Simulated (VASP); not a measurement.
Set up this calculation in VASP 6.6.1, as the native input.

```
Task                   : single point
Functional             : PBEsol
Potentials or basis    : VASP PAW PBE potentials, release 64 (O, Mg, Ca_sv)
Cutoff                 : 700 eV
k mesh                 : 1 × 1 × 1, shifted
Occupations            : fermi-dirac, width 0.05 eV
Spin                   : no spin polarisation
Dipole correction      : no
Further INCAR settings : LREAL = Auto; ALGO = Normal; EDIFF = 1e-06; NBANDS = 222; ISYM = -1
```

The structure of Ca7Mg9O16 lies in POSCAR:

```
Ca7Mg9O16
1.0
    8.9793351318      0.0000000000      0.0000000000
    0.0000000000      8.9793351318      0.0000000000
    0.0000000000      0.0000000000      8.9793351318
O Mg Ca
32 18 14
Direct
    0.2362860000      0.9886020000      0.0007050000
    0.2359530000      0.9970310000      0.4991880000
    0.2470840000      0.5128070000      0.0001000000
    0.2451490000      0.5027480000      0.4998210000
    0.7665980000      0.9992750000      0.0005280000
    0.7647610000      0.9987430000      0.4990980000
    0.7536410000      0.5023370000      0.9997250000
    0.7547160000      0.5019460000      0.4995750000
    0.0017140000      0.2629190000      0.0026970000
    0.0010050000      0.2563820000      0.4980190000
    0.0106200000      0.7475510000      0.0102970000
    0.0017280000      0.7480330000      0.4908820000
    0.4986270000      0.2653930000      0.0088770000
    0.4985990000      0.2641780000      0.4908790000
    0.4879490000      0.7383850000      0.9927110000
    0.4961530000      0.7371130000      0.5068070000
    0.0002690000      0.9906040000      0.2504180000
    0.0001770000      0.9979210000      0.7499120000
    0.9998140000      0.5118240000      0.2503730000
    0.9998040000      0.5027300000      0.7506330000
    0.5006600000      0.0079290000      0.2497480000
    0.5004070000      0.9903010000      0.7496380000
    0.4995270000      0.4923690000      0.2498570000
    0.4996270000      0.5098710000      0.7502960000
    0.2585330000      0.2337420000      0.2631640000
    0.2518840000      0.2324040000      0.7356120000
    0.2421290000      0.7642460000      0.2566550000
    0.2585170000      0.7644380000      0.7424570000
    0.7410650000      0.2345980000      0.2647280000
    0.7479410000      0.2333040000      0.7332580000
    0.7571580000      0.7645430000      0.2631150000
    0.7407340000      0.7645300000      0.7355890000
    0.0024820000      0.9879340000      0.0043470000
    0.0006110000      0.9941890000      0.4967620000
    0.0032400000      0.5063480000      0.0040610000
    0.0004790000      0.5036190000      0.4961830000
    0.4949340000      0.5033400000      0.9998710000
    0.4985070000      0.5009000000      0.4990830000
    0.2472070000      0.2460640000      0.4978820000
    0.2471270000      0.7523890000      0.0013480000
    0.2457540000      0.7529390000      0.4991260000
    0.7529820000      0.2466770000      0.4978280000
    0.7555260000      0.7528920000      0.4990060000
    0.2423180000      0.9967480000      0.2559650000
    0.2449360000      0.9955150000      0.7434450000
    0.7574490000      0.9988460000      0.2582110000
    0.7553690000      0.9976740000      0.7405400000
    0.0028050000      0.7535680000      0.2539700000
    0.4995960000      0.2492790000      0.2564420000
    0.4965590000      0.7512980000      0.7445420000
    0.4973550000      0.9975810000      0.9995140000
    0.4998670000      0.0000660000      0.4997000000
    0.2491510000      0.2466690000      0.0022480000
    0.7505460000      0.2481660000      0.0022590000
    0.7512880000      0.7520830000      0.9998210000
    0.2494070000      0.5019900000      0.2522600000
    0.2508840000      0.5052680000      0.7476840000
    0.7497590000      0.5000070000      0.2532570000
    0.7485660000      0.5028860000      0.7459750000
    0.9998930000      0.2462110000      0.2531430000
    0.9999850000      0.2473680000      0.7470250000
    0.0022160000      0.7525460000      0.7473320000
    0.4998730000      0.2503460000      0.7448220000
    0.4974650000      0.7507310000      0.2531840000
```

The input as run:

INCAR

```
SYSTEM = Ca7Mg9O16
PREC = Accurate
ENCUT = 700
EDIFF = 1E-6
ISMEAR = -1
SIGMA = 0.05
LREAL = Auto
LASPH = .True.
NELM = 120
ALGO = Normal
ISIF = 2
LWAVE = .False.
LCHARG = .False.
GGA = PS
ISYM = -1
NBANDS = 222
GGA_COMPAT = .False.
```

KPOINTS

```
explicit points
1
Reciprocal
  0.25000000   0.25000000   0.25000000 1
```

Potentials or basis: VASP PAW PBE potentials, release 64 (O, Mg, Ca_sv).

Command:

```sh
$ cat potpaw_PBE.64/O/POTCAR potpaw_PBE.64/Mg/POTCAR potpaw_PBE.64/Ca_sv/POTCAR > POTCAR
$ mpirun -np 1 vasp_std > vasp.out
```

It gave:

```
Pressure               : 0.0 GPa
Largest force          : 0.073 eV/Å
Band gap on the k mesh : 5.03 eV
```

Caveat: the PAW data sets were made with another functional, which shifts forces and pressure a little; a shifted mesh leaves out Γ, where band edges can lie.

Wall time 6.7 min on 1 thread of Intel(R) Xeon(R) 6975P-C (Granite Rapids), with other jobs on the host, peak memory 1.1 GiB.
